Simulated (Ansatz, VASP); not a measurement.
ZnS in VASP and in Ansatz

File INCAR:

```
PREC     = Accurate       # precision mode
ENCUT    = 520            # plane-wave cutoff, eV
EDIFF    = 1E-8           # SCF threshold, eV
ISMEAR   = -1             # smearing method
SIGMA    = 0.02           # smearing width, eV
LREAL    = Auto         
LASPH    = True           # aspherical terms in the spheres
NELM     = 60             # most SCF steps
ALGO     = Normal         # electronic algorithm
ISIF     = 2              # what is computed and relaxed
LWAVE    = False          # write WAVECAR
LCHARG   = False          # write CHGCAR
GGA      = PE             # functional
LEFG     = True         
NBANDS   = 86             # bands
```

The input KPOINTS:

```
regular mesh
0
Gamma
  8 8 2
```

POSCAR

```
ZnS
1.0
    3.8050880673      0.0000000000      0.0000000000
   -1.9025440336      3.2953029299      0.0000000000
    0.0000000000      0.0000000000     24.9159345000
Zn S
8 8
Direct
    0.3333333333      0.6666666667      0.1251184100
    0.0000000000      0.0000000000      0.0001589700
    0.6666666667      0.3333333333      0.6250474700
    0.6666666667      0.3333333333      0.8751387000
    0.0000000000      0.0000000000      0.7500222700
    0.3333333333      0.6666666667      0.5000781600
    0.0000000000      0.0000000000      0.3750879400
    0.6666666667      0.3333333333      0.2501284900
    0.6666666667      0.3333333333      0.3437219900
    0.6666666667      0.3333333333      0.7185811600
    0.3333333333      0.6666666667      0.2187340500
    0.0000000000      0.0000000000      0.8436723900
    0.6666666667      0.3333333333      0.9688127500
    0.0000000000      0.0000000000      0.0977395559
    0.3333333333      0.6666666667      0.5936859800
    0.0000000000      0.0000000000      0.4686862100
```

Input for Ansatz:

```yaml
crystal:
  lattice:
    - [3.8050880673, 0.0, 0.0]
    - [-1.9025440336, 3.2953029299, 0.0]
    - [0.0, 0.0, 24.9159345]
  atoms:
    - { symbol: Zn, position: [0.3333333333, 0.6666666667, 0.12511841] }
    - { symbol: Zn, position: [0.0, 0.0, 0.00015897] }
    - { symbol: Zn, position: [0.6666666667, 0.3333333333, 0.62504747] }
    - { symbol: Zn, position: [0.6666666667, 0.3333333333, 0.8751387] }
    - { symbol: Zn, position: [0.0, 0.0, 0.75002227] }
    - { symbol: Zn, position: [0.3333333333, 0.6666666667, 0.50007816] }
    - { symbol: Zn, position: [0.0, 0.0, 0.37508794] }
    - { symbol: Zn, position: [0.6666666667, 0.3333333333, 0.25012849] }
    - { symbol: S, position: [0.6666666667, 0.3333333333, 0.34372199] }
    - { symbol: S, position: [0.6666666667, 0.3333333333, 0.71858116] }
    - { symbol: S, position: [0.3333333333, 0.6666666667, 0.21873405] }
    - { symbol: S, position: [0.0, 0.0, 0.84367239] }
    - { symbol: S, position: [0.6666666667, 0.3333333333, 0.96881275] }
    - { symbol: S, position: [0.0, 0.0, 0.0977395559] }
    - { symbol: S, position: [0.3333333333, 0.6666666667, 0.59368598] }
    - { symbol: S, position: [0.0, 0.0, 0.46868621] }
kpoints:
  mp_grid: { grid: [8, 8, 2] }
scf:
  occupations: { method: fermi_dirac, width: 0.02 }
hamiltonian:
  xc: pbe
  pseudopotentials: { kind: paw, frozen_core: stored }
output:
  forces: true
  stress: true
  populations: true
  efg: { quadrupole_moments_barn: { Zn: 0.122, S: -0.0694 } }
```

Alike in both runs: task electric field gradients; functional PBE; k mesh 8 × 8 × 2; occupations fermi-dirac, width 0.02 eV; no spin polarisation.

|  | VASP | Ansatz |
| --- | --- | --- |
| version | VASP 6.6.1 | Ansatz 0.2.0 |
| potentials or method | VASP PAW PBE potentials, release 64 (Zn, S) | plane-wave PAW, scalar-relativistic |
| plane-wave cutoff (eV) | 520 | 420 |
| valence electrons in the cell | 144 | 144 |

|  | VASP | Ansatz | Ansatz less VASP |
| --- | --- | --- | --- |
| gap on the k mesh at the Fermi level (eV) | 2.11 | 2.10 | -0.005 |
| pressure (GPa) | 2.6 | 2.5 | -0.16 |
| traceless stress, the component that is largest in VASP (GPa) | -0.35 | -0.35 | +0.002 |
| rms of the force components (eV/Å) | 0.156 | 0.155 | -0.0014 |
| size of Vzz on the site where it differs most (V/Å²) | 14.5 | 13.9 | -0.60 |

Atom by atom the forces differ by 0.002 eV/Å (rms over components). With one functional, cell and mesh, what is left measures potentials, basis and numerics.
